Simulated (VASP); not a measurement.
Here is a VASP 6.6.1 calculation.

File INCAR:

```
SYSTEM = PbS
ALGO = Normal
EDIFF = 1E-6
ENCUT = 520
GGA = PE
ISIF = 2
ISMEAR = 0
LASPH = .TRUE.
LCHARG = .FALSE.
LREAL = .FALSE.
LWAVE = .FALSE.
NBANDS = 17
NELM = 100
PREC = Accurate
SIGMA = 0.03
```

KPOINTS

```
k-points
0
G
  10 10 10
  0 0 0
```

POSCAR

```
PbS
1.0
    0.0000000000      3.1595040000      3.1595040000
    2.9650000000      0.1945040000      2.9650000000
    2.9650000000      2.9650000000      0.1945040000
Pb S
1 1
Direct
    0.0000000000      0.0000000000      0.0000000000
    0.5000000000      0.5000000000      0.5000000000
```

Potentials or basis: VASP PAW PBE potentials, release 64 (Pb_d, S).

Launch:

```console
$ cat potpaw_PBE.64/Pb_d/POTCAR potpaw_PBE.64/S/POTCAR > POTCAR
$ mpirun -np 1 vasp_std > vasp.out
```

(1) Predict the pressure.

(2) Estimate the band gap on the k mesh.

## Answers

(1) 2.1 GPa.

(2) zero (band 10 reaches 6.09 eV, above the bottom of band 11 at 5.76 eV).

Caveat: the cell differs from its parent crystal (strain +0.1312 x Voigt [0, 0, 0, 1, 0, 0]); spin-orbit coupling is left out, which moves the levels of the heavy elements.
